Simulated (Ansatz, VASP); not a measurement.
CdSe in VASP and in Ansatz

Contents of INCAR:

```
PREC     = Accurate       # precision mode
ENCUT    = 520            # plane-wave cutoff, eV
EDIFF    = 1E-6           # SCF threshold, eV
ISMEAR   = -1             # smearing method
SIGMA    = 0.03           # smearing width, eV
LREAL    = F              # projectors in reciprocal space
LASPH    = T              # aspherical terms in the spheres
NELM     = 100            # most SCF steps
ALGO     = Normal         # electronic algorithm
ISIF     = 2              # what is computed and relaxed
LWAVE    = F              # write WAVECAR
LCHARG   = F              # write CHGCAR
GGA      = PE             # functional
NBANDS   = 16             # bands
```

File KPOINTS:

```
regular mesh
0
Gamma
  8 8 8
```

POSCAR

```
CdSe
1.0
    0.0000000000      3.0906047130      3.0906047130
    3.0906047130      0.0000000000      3.0906047130
    3.0906047130      3.0906047130      0.0000000000
Cd Se
1 1
Direct
    0.0000000000      0.0000000000      0.0000000000
    0.2500000000      0.2500000000      0.2500000000
```

Input for Ansatz:

```yaml
crystal:
  lattice:
    - [0.0, 3.090604713, 3.090604713]
    - [3.090604713, 0.0, 3.090604713]
    - [3.090604713, 3.090604713, 0.0]
  atoms:
    - { symbol: Cd, position: [0.0, 0.0, 0.0] }
    - { symbol: Se, position: [0.25, 0.25, 0.25] }
kpoints:
  mp_grid: { grid: [8, 8, 8] }
scf:
  occupations: { method: fermi_dirac, width: 0.03 }
hamiltonian:
  xc: pbe
  pseudopotentials: { kind: all_electron, lapw: { basis_error: 0.001 } }
output:
  forces: true
  stress: true
  eigenvalues: true
```

Change from the starting cell: volume scaled by 1.02.

Alike in both runs: task single point; functional PBE; k mesh 8 × 8 × 8; occupations fermi-dirac, width 0.03 eV; no spin polarisation.

|  | VASP | Ansatz |
| --- | --- | --- |
| version | VASP 6.6.1 | Ansatz 0.2.0 |
| potentials or method | VASP PAW PBE potentials, release 64 (Cd, Se), cutoff 520 eV | all-electron LAPW, scalar-relativistic |

|  | VASP | Ansatz | Ansatz less VASP |
| --- | --- | --- | --- |
| pressure (GPa) | 0.6 | 0.3 | -0.24 |

Ansatz ran all-electron here, and VASP with PAW potentials.
